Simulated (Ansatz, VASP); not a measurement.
TaAs: VASP beside Ansatz

```
Ta As
1.0
     3.35692    0.00000    0.00000
    -1.67846    2.90718    0.00000
     0.00000    0.00000    8.44210
Ta As
2 2
Direct
  0.33333 0.66667 0.04083
  0.66667 0.33333 0.54083
  0.33333 0.66667 0.34127
  0.66667 0.33333 0.84127
```

Alike in both runs: task relaxation of cell and atoms; functional PBE; k mesh 18 × 18 × 6; occupations gaussian, width 0.1 eV; no spin polarisation.

|  | VASP | Ansatz |
| --- | --- | --- |
| version | VASP 6.6.1 | Ansatz 0.2.0 |
| potentials or method | VASP PAW PBE potentials, release 64 (Ta_pv, As), cutoff 600 eV | scalar-relativistic, plane waves, PAW |
| valence electrons in the cell | 32 | 56 |

VASP gave:

| Quantity | Value |
| --- | --- |
| gap on the k mesh at the Fermi level, each at its own relaxed structure (eV) | none |
| relaxed volume (Å³/atom) | 20.48 |
| relaxed length of the cell vector where the two differ most in proportion (Å) | 3.334 |

Question: What did Ansatz give for the same quantities?

Answer: gap on the k mesh at the Fermi level, each at its own relaxed structure (eV): none; relaxed volume (Å³/atom): 20.42; relaxed length of the cell vector where the two differ most in proportion (Å): 3.330.

A gap of «none» marks a metal or a gap that the smearing closes. VASP's potentials hold 32 valence electrons a cell and Ansatz's 56, so a difference there can come from the potentials and not from the codes.

Neither program's run includes spin-orbit coupling.
